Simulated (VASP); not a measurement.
Runs of VASP 6.6.1 on Ca. The structure is that of space group Fd-3m (No. 227), or close to it. The cells are those of the table. This isn't the form of Ca at room conditions, which is fcc.

```csv
task,cell,gap on the mesh (eV),pressure (GPa)
single point,"a = 6.468 Å, angles 60.0°, 2 atoms",none,0.0
single point,"a = 4.273 Å, angles 60.0°, 2 atoms",none,(a)
relaxation of cell and atoms,"relaxed to 10 GPa from a = 5.431 Å, angles 60.0°, 2 atoms",none,10.0
relaxation of cell and atoms,"relaxed from a = 5.431 Å, angles 60.0°, 2 atoms",none,0.0
single point,"a = 4.966 Å, angles 60.0°, 2 atoms",none,5.0
relaxation of cell and atoms,"relaxed to 20 GPa from a = 5.431 Å, angles 60.0°, 2 atoms",none,20.0
single point,"a = 3.985 Å, angles 60.0°, 2 atoms",none,20.8
relaxation of cell and atoms,"relaxed to 5 GPa from a = 5.431 Å, angles 60.0°, 2 atoms",none,5.0
```

Alike in all rows: level pbe exchange, lda correlation; potentials or basis VASP PAW PBE potentials, release 64 (Ca_sv); no spin polarisation; k mesh 4 × 4 × 4; cutoff (eV) 500; smearing fermi-dirac 0.1 eV.

Task: Estimate the missing entries.

Result: (a) 10.2.

Caveats: some runs use coarse meshes; the PAW data sets were made with another functional, which shifts forces and pressure a little; the cell is relaxed towards a set pressure, so the run minimises the enthalpy, not the energy (at least some runs).

A gap of «none» marks levels without a gap at the run's occupations.
